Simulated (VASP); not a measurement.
# Rb (Fd-3m) in VASP: a series of runs, part 2 of 2

VASP 6.6.1.

### Step 5. Density of states, LDA

This run uses another cell than the first one, of 118.43 Å³/atom, 2.500 times its volume.

POSCAR reads:

```
Rb
1.0
    0.0000000000      4.9108015665      4.9108015665
    4.9108015665      0.0000000000      4.9108015665
    4.9108015665      4.9108015665      0.0000000000
Rb
2
Direct
   -0.1250000000     -0.1250000000     -0.1250000000
    0.1250000000      0.1250000000      0.1250000000
```

INCAR.step1 reads:

```
PREC = Accurate
ENCUT = 520
EDIFF = 1E-6
ISMEAR = -1
SIGMA = 0.08
LREAL = False
LASPH = True
NELM = 100
ALGO = Normal
ISIF = 2
LWAVE = False
LCHARG = True
GGA = CA
NBANDS = 16
```

KPOINTS.step1 reads:

```
regular mesh
0
Gamma
  7 7 7
```

INCAR.step2 reads:

```
PREC = Accurate
ENCUT = 520
EDIFF = 1E-6
ISMEAR = -5
SIGMA = 0.08
LREAL = False
LASPH = True
NELM = 100
ALGO = Normal
ISIF = 2
LWAVE = False
LCHARG = False
GGA = CA
LORBIT = 11
NBANDS = 16
NEDOS = 1001
ICHARG = 11
```

KPOINTS.step2 reads:

```
regular mesh
0
Gamma
  11 11 11
```

Potentials or basis: VASP PAW LDA potentials, release 64 (Rb_sv).

Started as:

```sh
$ cat potpaw_LDA.64/Rb_sv/POTCAR > POTCAR
$ cp INCAR.step1 INCAR
$ cp KPOINTS.step1 KPOINTS
$ mpirun -np 1 vasp_std > vasp.out
$ cp INCAR.step2 INCAR
$ cp KPOINTS.step2 KPOINTS
$ mpirun -np 1 vasp_std > vasp.out
```

OUTCAR:

```text
PREC = Accurate
   ENCUT = 520
   EDIFF = 1E-6
   ISMEAR = -5
   LREAL = False
   LASPH = True
   NELM = 100
   ISIF = 2
   GGA = CA
   LORBIT = 11
   ICHARG = 11

 ion  position               nearest neighbor table
   1  0.875  0.875  0.875-   2 4.25   2 4.25   2 4.25   2 4.25
   2  0.125  0.125  0.125-   1 4.25   1 4.25   1 4.25   1 4.25

  LATTYP: Found a face centered cubic cell.
 ALAT       =     9.8216031330

  Lattice vectors:

 A1 = (   0.0000000000,   4.9108015665,   4.9108015665)
 A2 = (   4.9108015665,   0.0000000000,   4.9108015665)
 A3 = (   4.9108015665,   4.9108015665,   0.0000000000)

Analysis of symmetry for initial positions (statically):
[... 5 lines left out ...]
 face centered cubic supercell.

 Subroutine GETGRP returns: Found 48 space group operations
 (whereof 12 operations were pure point group operations)
 out of a pool of 48 trial point group operations.

The static configuration has the point symmetry D_3d.
 The point group associated with its full space group is O_h .

Analysis of symmetry for dynamics (positions and initial velocities):
[... 5 lines left out ...]
 face centered cubic supercell.

 Subroutine GETGRP returns: Found 48 space group operations
 (whereof 12 operations were pure point group operations)
 out of a pool of 48 trial point group operations.

The dynamic configuration has the point symmetry D_3d.
 The point group associated with its full space group is O_h .

 Subroutine INISYM returns: Found 48 space group operations
 (whereof 12 operations are pure point group operations),
 and found     1 'primitive' translations

----------------------------------------------------------------------------------------

                                     Primitive cell

  volume of cell :     236.8575

  direct lattice vectors                    reciprocal lattice vectors
     0.000000000  4.910801566  4.910801566    -0.101816372  0.101816372  0.101816372
     4.910801566  0.000000000  4.910801566     0.101816372 -0.101816372  0.101816372
     4.910801566  4.910801566  0.000000000     0.101816372  0.101816372 -0.101816372

  length of vectors
     6.944922177  6.944922177  6.944922177     0.176351130  0.176351130  0.176351130

  position of ions in fractional coordinates (direct lattice)
     0.875000000  0.875000000  0.875000000
     0.125000000  0.125000000  0.125000000

  ion indices of the primitive-cell ions
   primitive index   ion index
                 1           1
                 2           2

----------------------------------------------------------------------------------------

 KPOINTS: regular mesh

Automatic generation of k-mesh.
 Grid dimensions read from file:
 generate k-points for:   11   11   11

 Generating k-lattice:

  Cartesian coordinates                     Fractional coordinates (reciprocal lattice)
    -0.009256034  0.009256034  0.009256034     0.090909091  0.000000000  0.000000000
     0.009256034 -0.009256034  0.009256034     0.000000000  0.090909091  0.000000000
     0.009256034  0.009256034 -0.009256034     0.000000000  0.000000000  0.090909091

  Length of vectors
     0.016031921  0.016031921  0.016031921

  Shift w.r.t. Gamma in fractional coordinates (k-lattice)
     0.000000000  0.000000000  0.000000000

 TETIRR: Found    201 inequivalent tetrahedra from     7986

 Subroutine IBZKPT returns following result:
 ===========================================

 Found     56 irreducible k-points:

 Following reciprocal coordinates:
            Coordinates               Weight
  0.000000  0.000000  0.000000      1.000000
  0.090909  0.000000  0.000000      8.000000
  0.181818  0.000000  0.000000      8.000000
  0.272727  0.000000  0.000000      8.000000
  0.363636  0.000000  0.000000      8.000000
  0.454545  0.000000  0.000000      8.000000
[... 16 lines left out ...]
 -0.272727  0.181818  0.000000     24.000000
 -0.181818  0.181818  0.000000     12.000000
 [... further k-points ...]
   k-points           NKPTS =     56   k-points in BZ     NKDIM =     56   number of bands    NBANDS=     16
   number of dos      NEDOS =   1001   number of ions     NIONS =      2
   total plane-waves  NPLWV = 157464
   dimension x,y,z NGX =    54 NGY =   54 NGZ =   54
   dimension x,y,z NGXF=   108 NGYF=  108 NGZF=  108
   ions per type =               2
   NGX,Y,Z   is equivalent  to a cutoff of  12.93, 12.93, 12.93 a.u.
   NGXF,Y,Z  is equivalent  to a cutoff of  25.85, 25.85, 25.85 a.u.
 SYSTEM =  unknown system
   PREC   = accura    normal or accurate (medium, high low for compatibility)
   ISTART =      0    job   : 0-new  1-cont  2-samecut
   ICHARG =     11    charge: 1-file 2-atom 10-const
   ISPIN  =      1    spin polarized calculation?
   LNONCOLLINEAR =      F non collinear calculations
   LSORBIT =      F    spin-orbit coupling
   LASPH  =      T    aspherical Exc in radial PAW
   ENCUT  =  520.0 eV  38.22 Ry    6.18 a.u.  12.91 12.91 12.91*2*pi/ulx,y,z
   NELM   =    100;   NELMIN=  2; NELMDL=  0     # of ELM steps
   EDIFF  = 0.1E-05   stopping-criterion for ELM
   LREAL  =      F    real-space projection
   EDIFFG = 0.1E-04   stopping-criterion for IOM
   NSW    =      0    number of steps for IOM
   IBRION =     -1    ionic relax: 0-MD 1-quasi-New 2-CG
   NFREE  =      0    steps in history (QN), initial steepest desc. (CG)
   ISIF   =      2    stress and relaxation
   ISYM   =      2    0-nonsym 1-usesym 2-fastsym
   POTIM  = 0.5000    time-step for ionic-motion
   TEBEG  =    0.0;   TEEND  =   0.0 temperature during run
   PSTRESS=    0.0 pullay stress
   NELECT =      18.0000    total number of electrons
   NUPDOWN=      -1.0000    fix difference up-down
   EMIN   =  10.00;   EMAX   =-10.00  energy-range for DOS
   EFERMI =   0.00;   METHOD = LEGACY
   ISMEAR =    -5;   SIGMA  =   0.08  broadening in eV -4-tet -1-fermi 0-gaus
   EFERMI_NEDOS =   21; number of points for ismear=-14 and -15
   IALGO  =     38    algorithm
   IMIX   =      4    mixing-type and parameters
     AMIX     =   0.40;   BMIX     =  1.00
     AMIX_MAG =   1.60;   BMIX_MAG =  1.00
  volume/ion in A,a.u.               =     118.43       799.20
  Fermi-wavevector in a.u.,A,eV,Ry     =   0.693431  1.310395  6.542315  0.480847
  Thomas-Fermi vector in A             =   1.775643
   LORBIT       =     11    0 simple, 1 ext, 2 COOP (PROOUT), +10 PAW based schemes
   GGA     = CA    functional components
   LHFCALC =     F    Hartree Fock is set to
   AEXX    =    0.0000 exact exchange contribution
   IVDW    =     0    specifies the selected vdW correction
   LEPSILON=     F    determine dielectric tensor
   LRPA    =     F    only Hartree local field effects (RPA)
 non-spin polarized calculation
 Fermi weights with tetrahedron method with Bloechl corrections
  energy-cutoff  :      520.00
  volume of cell :      236.86
 maximum number of plane-waves:      6403
 NGX is ok and might be reduce to    54

 number of electron      18.0000000 magnetization

 Free energy of the ion-electron system (eV)
  ---------------------------------------------------
  ext. energy  EPLUGINS =         0.00000000
  ---------------------------------------------------
  free energy    TOTEN  =        -1.56242164 eV

  energy without entropy =       -1.56242164  energy(sigma->0) =       -1.56242164

 E-fermi :  -0.5776     XC(G=0):  -4.9317

 val. band max:       -0.5612049353   @ k =  -0.3636   0.4545   0.0909
 cond. band min:      -0.5823916826   @ k =  -0.4545   0.0909   0.0000
 fundamental gap:     -0.0211867472
 Fermi energy:        -0.5776276084

 k-point     1 :       0.0000    0.0000    0.0000
  band No.  band energies     occupation
      1     -29.8000      2.00000
      2     -29.7740      2.00000
      3     -14.0011      2.00000
      4     -14.0011      2.00000
      5     -14.0011      2.00000
      6     -13.8715      2.00000
[... 8 lines left out ...]
     15       1.8380      0.00000
     16       1.8380      0.00000
[... 419 lines left out ...]
 k-point    24 :      -0.1818    0.1818    0.0000
  band No.  band energies     occupation
      1     -29.7962      2.00000
      2     -29.7778      2.00000
      3     -14.0183      2.00000
      4     -14.0094      2.00000
      5     -13.9916      2.00000
      6     -13.8830      2.00000
[... 8 lines left out ...]
     15       1.8538      0.00000
     16       1.9931      0.00000

 [... further k-points ...]
[... 5 lines left out ...]
  --------------------------------------------------------------------------------------
  -------------------------------------------------------------------------------------
  Total        0.1390310      0.1390310      0.1390310      0.0000000     -0.0000000     -0.0000000
  in kB        0.9404488      0.9404488      0.9404488      0.0000000     -0.0000000     -0.0000000
  external PRESSURE =       0.9404488 kB  Pullay stress =       0.0000000 kB

 VOLUME and BASIS-vectors are now :
 -----------------------------------------------------------------------------
  energy-cutoff  :      520.00
  volume of cell :      236.86
      direct lattice vectors                 reciprocal lattice vectors
     0.000000000  4.910801566  4.910801566    -0.101816372  0.101816372  0.101816372
     4.910801566  0.000000000  4.910801566     0.101816372 -0.101816372  0.101816372
     4.910801566  4.910801566  0.000000000     0.101816372  0.101816372 -0.101816372

 POSITION                                       TOTAL-FORCE (eV/Angst)
 -----------------------------------------------------------------------------------
      8.59390      8.59390      8.59390        -0.000000     -0.000000      0.000000
      1.22770      1.22770      1.22770         0.000000      0.000000      0.000000
 -----------------------------------------------------------------------------------
    total drift:                               -0.000000      0.000000     -0.000000

  FREE ENERGIE OF THE ION-ELECTRON SYSTEM (eV)
  ---------------------------------------------------
  free  energy   TOTEN  =        -1.5624216362 eV

  energy  without entropy=       -1.5624216362  energy(sigma->0) =       -1.56242164

 total charge

# of ion       s       p       d       tot
------------------------------------------
    1        1.980   5.292   0.004   7.275
    2        1.980   5.292   0.004   7.275
--------------------------------------------------
tot          3.959  10.584   0.007  14.551
```

OUTCAR.step1:

```text
PREC = Accurate
   ENCUT = 520
   EDIFF = 1E-6
   ISMEAR = -1
   LREAL = False
[... 597 lines left out ...]
      8.59390      8.59390      8.59390         0.000000      0.000000     -0.000000
      1.22770      1.22770      1.22770        -0.000000     -0.000000      0.000000
 -----------------------------------------------------------------------------------
    total drift:                               -0.000000      0.000000     -0.000000

  FREE ENERGIE OF THE ION-ELECTRON SYSTEM (eV)
  ---------------------------------------------------
  free  energy   TOTEN  =        -1.5769071797 eV

  energy  without entropy=       -1.5457838485  energy(sigma->0) =       -1.56134551
```

OSZICAR.step1:

```text
N       E                     dE             d eps       ncg     rms          rms(c)
DAV:   1     0.119555537218E+03    0.11956E+03   -0.65330E+03   640   0.819E+02
DAV:   2     0.125884542931E+02   -0.10697E+03   -0.10365E+03   888   0.177E+02
DAV:   3    -0.174316757695E+00   -0.12763E+02   -0.12727E+02   880   0.593E+01
DAV:   4    -0.157239444474E+01   -0.13981E+01   -0.13977E+01  1176   0.138E+01
DAV:   5    -0.157927452081E+01   -0.68801E-02   -0.68798E-02   856   0.124E+00    0.109E+00
DAV:   6    -0.157738120964E+01    0.18933E-02   -0.40408E-03  1080   0.312E-01    0.681E-01
DAV:   7    -0.157686494179E+01    0.51627E-03   -0.45121E-03   896   0.301E-01    0.807E-02
DAV:   8    -0.157690264842E+01   -0.37707E-04   -0.37667E-04  1000   0.860E-02    0.265E-02
DAV:   9    -0.157690488164E+01   -0.22332E-05   -0.28700E-05   928   0.332E-02    0.981E-03
DAV:  10    -0.157690708236E+01   -0.22007E-05   -0.60148E-06  1032   0.161E-02    0.354E-03
DAV:  11    -0.157690717973E+01   -0.97369E-07   -0.17454E-07   600   0.291E-03
   1 F= -.15769072E+01 E0= -.15613455E+01  d E =-.311233E-01
```

Run time: 2.3 min. Hardware: 1 thread of AMD EPYC 9R45 (Zen 5), shared host; peak memory 0.33 GiB.

Results:

| Property | Result |
| --- | --- |
| Valence electrons inside the program's atomic spheres | Rb 7.28 |

Levels at points of the mesh, in eV from the Fermi level:
```tsv
k point	band 5	band 6	band 7	band 8	band 9	band 10	band 11	band 12	band 13	band 14
(0.00, 0.00, 0.00)	-13.42	-13.29	-13.29	-13.29	-1.75	2.06	2.06	2.06	2.15	2.15
```

Caveat: tetrahedron occupations give inexact forces and stress in metals.
